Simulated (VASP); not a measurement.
A run of VASP 6.6.1 is set up as follows.

File INCAR:

```
ALGO     = Normal         # electronic algorithm
EDIFF    = 1E-7           # SCF threshold, eV
ENCUT    = 520            # plane-wave cutoff, eV
GGA      = CA             # functional
ISIF     = 2              # what is computed and relaxed
ISMEAR   = 0              # smearing method
LASPH    = True           # aspherical terms in the spheres
LCHARG   = False          # write CHGCAR
LREAL    = False          # projectors in reciprocal space
LWAVE    = False          # write WAVECAR
NBANDS   = 52             # bands
NELM     = 80             # most SCF steps
PREC     = Accurate       # precision mode
SIGMA    = 0.1            # smearing width, eV
```

The input KPOINTS:

```
k-points
0
Gamma
  6 6 8
```

POSCAR

```
Zr3O
1.0
    5.5385964806      0.0000000000      0.0000000000
   -2.7692982403      4.7965652536      0.0000000000
    0.0000000000      0.0000000000      5.1114323673
Zr O
6 2
Direct
    0.3394925613      0.0000000000      0.0000000000
    0.3394925613      0.3394925613      0.5000000000
    0.0000000000      0.3394925613      0.0000000000
    0.6605074387      0.0000000000      0.5000000000
    0.6605074387      0.6605074387      0.0000000000
    0.0000000000      0.6605074387      0.5000000000
    0.3333333333      0.6666666667      0.2500000000
    0.6666666667      0.3333333333      0.7500000000
```

Potentials or basis: VASP PAW LDA potentials, release 64 (Zr_sv, O).

Launch:

```console
$ cat potpaw_LDA.64/Zr_sv/POTCAR potpaw_LDA.64/O/POTCAR > POTCAR
$ mpirun -np 1 vasp_std > vasp.out
```

**Question.** Estimate the pressure.

**Answer.** 0.4 GPa.

**Question.** Predict the largest force.

**Answer.** 0.015 eV/Å.

Forces in eV/Å, atoms in the order of the input:
```
Zr  -0.015  0.000  0.000
Zr  -0.008 -0.013  0.000
Zr   0.008 -0.013  0.000
Zr   0.015  0.000  0.000
Zr   0.008  0.013  0.000
Zr  -0.008  0.013  0.000
O    0.000  0.000  0.000
O    0.000  0.000  0.000
```
